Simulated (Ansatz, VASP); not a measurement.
# One calculation of GaP, two programs

File INCAR:

```
SYSTEM = GaP
PREC = Accurate
ENCUT = 600
EDIFF = 1E-7
ISMEAR = 0
SIGMA = 0.01
LREAL = .FALSE.
LASPH = .TRUE.
NELM = 100
ALGO = Normal
ISIF = 3
LWAVE = .FALSE.
LCHARG = .FALSE.
GGA = PE
IBRION = 2
NSW = 100
EDIFFG = -0.01
```

File KPOINTS:

```
Automatic mesh
0
G
  12 12 4
  0 0 0
```

File POSCAR:

```
GaP
1.0
    3.8984962849      0.0000000000      0.0000000000
   -1.9492481425      3.3761968193      0.0000000000
    0.0000000000      0.0000000000      8.5747733756
Ga P
3 3
Direct
    0.0000000000      0.5000000000      0.1666666667
    0.5000000000      0.5000000000      0.8333333333
    0.5000000000      0.0000000000      0.5000000000
    0.5000000000      0.5000000000      0.3333333333
    0.5000000000      0.0000000000      0.0000000000
    0.0000000000      0.5000000000      0.6666666667
```

Input for Ansatz:

```yaml
crystal:
  lattice:
    - [3.8984962849, 0.0, 0.0]
    - [-1.9492481425, 3.3761968193, 0.0]
    - [0.0, 0.0, 8.5747733756]
  atoms:
    - { symbol: Ga, position: [0.0, 0.5, 0.1666666667] }
    - { symbol: Ga, position: [0.5, 0.5, 0.8333333333] }
    - { symbol: Ga, position: [0.5, 0.0, 0.5] }
    - { symbol: P, position: [0.5, 0.5, 0.3333333333] }
    - { symbol: P, position: [0.5, 0.0, 0.0] }
    - { symbol: P, position: [0.0, 0.5, 0.6666666667] }
basis:
  ecutwfc: 420
kpoints:
  mp_grid: { grid: [12, 12, 4] }
hamiltonian:
  xc: pbe
scf:
  occupations: { method: gaussian, width: 0.01 }
output:
  forces: true
  stress: true
  eigenvalues: true
relax:
  adjacent_minimum: "off"
  f_tol: 0.01
  max_steps: 80
  cell: { stress_tol: 0.05 }
```

Alike in both runs: task relaxation of cell and atoms; functional PBE; k mesh 12 × 12 × 4; occupations gaussian, width 0.01 eV; no spin polarisation.

|  | VASP | Ansatz |
| --- | --- | --- |
| version | VASP 6.6.1 | Ansatz 0.2.0 |
| potentials or method | VASP PAW PBE potentials, release 64 (Ga_d, P), cutoff 600 eV | scalar-relativistic, plane waves, PAW |
| valence electrons in the cell | 54 | 54 |

```tsv
	VASP	Ansatz	Ansatz less VASP
gap on the k mesh at the Fermi level, each at its own relaxed structure (eV)	0.24	0.25	+0.005
relaxed volume (Å³/atom)	18.85	18.84	-0.012
relaxed cell length with the largest relative difference (Å)	3.901	3.899	-0.0014
```
